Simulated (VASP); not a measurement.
**Hf: single point with PBEsol**

The system is Hf.

```xyz
1
Lattice="0.0000 2.1312 2.1312 2.1312 0.0000 2.1312 2.1312 2.1312 0.0000" Properties=species:S:1:pos:R:3 pbc="T T T"
Hf    0.0000    0.0000    0.0000
```

This cell differs from its parent crystal: strain -0.040 along x and y, -0.040 along z.

* Program: VASP 6.6.1
* Task: single point
* Functional: PBEsol
* Potentials or basis: VASP PAW PBE potentials, release 64 (Hf_pv)
* Cutoff: 500 eV
* k mesh: 18 × 18 × 18
* Occupations: gaussian, width 0.15 eV
* Spin: no spin polarisation
* Dipole correction: no
* Further INCAR settings: ALGO = Normal; EDIFF = 1e-06; NBANDS = 11

```yaml
Pressure: 13.6 GPa
Band_gap_on_the_k_mesh: zero (band 5 reaches 7.06 eV, above the bottom of band 6 at 4.88 eV)
```

Levels at points of the mesh, in eV from the Fermi level:
| k point | band 3 | band 4 | band 5 | band 6 | band 7 | band 8 |
| --- | --- | --- | --- | --- | --- | --- |
| (0.00, 0.00, 0.00) | -29.44 | -7.70 | 1.42 | 1.42 | 1.42 | 4.76 |
| (0.50, 0.00, 0.00) | -29.61 | -4.10 | 1.13 | 1.13 | 1.18 | 7.36 |
| (0.50, 0.50, 0.00) | -29.91 | -3.94 | -2.72 | 3.43 | 7.37 | 8.14 |

It took 13 s on 1 thread of Intel Xeon 6975P-C, with other jobs on the host, peak memory 0.17 GiB.

Caveat: the cell differs from its parent crystal (strain -0.040 along x and y, -0.040 along z); the PAW data sets were made with another functional, which shifts forces and pressure a little; spin-orbit coupling is left out, which moves the levels of the heavy elements.
